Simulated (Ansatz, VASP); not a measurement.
# AlFe: VASP beside Ansatz

INCAR

```
SYSTEM = AlFe
PREC = Accurate ; ENCUT = 520
EDIFF = 1E-6 ; ISMEAR = 0
SIGMA = 0.1 ; LREAL = .False.
LASPH = .True. ; NELM = 150
ALGO = Fast ; ISIF = 2
LWAVE = .False. ; LCHARG = .False.
ISPIN = 2 ; MAGMOM = 0 0.77
LORBIT = 11 ; LMAXMIX = 4
GGA = PS ; NBANDS = 16
```

File KPOINTS:

```
regular mesh
0
Gamma
  14 14 14
  0 0 0
```

File POSCAR:

```
AlFe
1.0
    2.8743308634      0.0000000000      0.0000000000
    0.0000000000      2.8743308634      0.0000000000
    0.0000000000      0.0000000000      2.8743308634
Al Fe
1 1
Direct
    0.0000000000      0.0000000000      0.0000000000
    0.5000000000      0.5000000000      0.5000000000
```

Input for Ansatz:

```yaml
crystal:
  lattice:
    - [2.8743308634, 0.0, 0.0]
    - [0.0, 2.8743308634, 0.0]
    - [0.0, 0.0, 2.8743308634]
  atoms:
    - { symbol: Al, position: [0.0, 0.0, 0.0] }
    - { symbol: Fe, position: [0.5, 0.5, 0.5], spin: 0.77 }
basis:
  ecutwfc: 420
kpoints:
  mp_grid: { grid: [14, 14, 14] }
  band_path:
    path:
      - [[0.0, 0.0, 0.0], [0.0, 0.5, 0.0], [0.5, 0.5, 0.0], [0.0, 0.0, 0.0], [0.5, 0.5, 0.5], [0.0, 0.5, 0.0]]
      - [[0.5, 0.5, 0.5], [0.5, 0.5, 0.0]]
    npoints: 14
hamiltonian:
  xc: pbesol
scf:
  occupations: { method: gaussian, width: 0.1 }
  n_extra_bands: 6
output:
  forces: true
  stress: true
  eigenvalues: true
  populations: true
  dos: { projected: true, de: 0.02, nscf_kmesh: { grid: [21, 21, 21] } }
  bader: true
magnetization:
  spin_polarized: true
```

Alike in both runs: task single point; functional PBEsol; k mesh 14 × 14 × 14; occupations gaussian, width 0.1 eV; collinear spin.

|  | VASP | Ansatz |
| --- | --- | --- |
| version | VASP 6.6.1 | Ansatz 0.2.0 |
| potentials or method | VASP PAW PBE potentials, release 64 (Al, Fe), cutoff 520 eV | scalar-relativistic, plane waves, PAW |
| valence electrons in the cell | 11 | 19 |

```tsv
	VASP	Ansatz	Ansatz less VASP
gap on the k mesh at the Fermi level (eV)	none	none	-
pressure (GPa)	-5.3	-5.5	-0.17
net moment per atom (μB)	0.34	0.34	+0.001
size of the moment on the site where the two differ most (μB)	0.71	0.71	-0.004
```

VASP's potentials were made for PBE, not for PBEsol. Site moments also hang on the region over which each program counts them. A gap of «none» marks a metal or a gap that the smearing closes. VASP's potentials hold 11 valence electrons a cell and Ansatz's 19, so a difference there can come from the potentials and not from the codes.
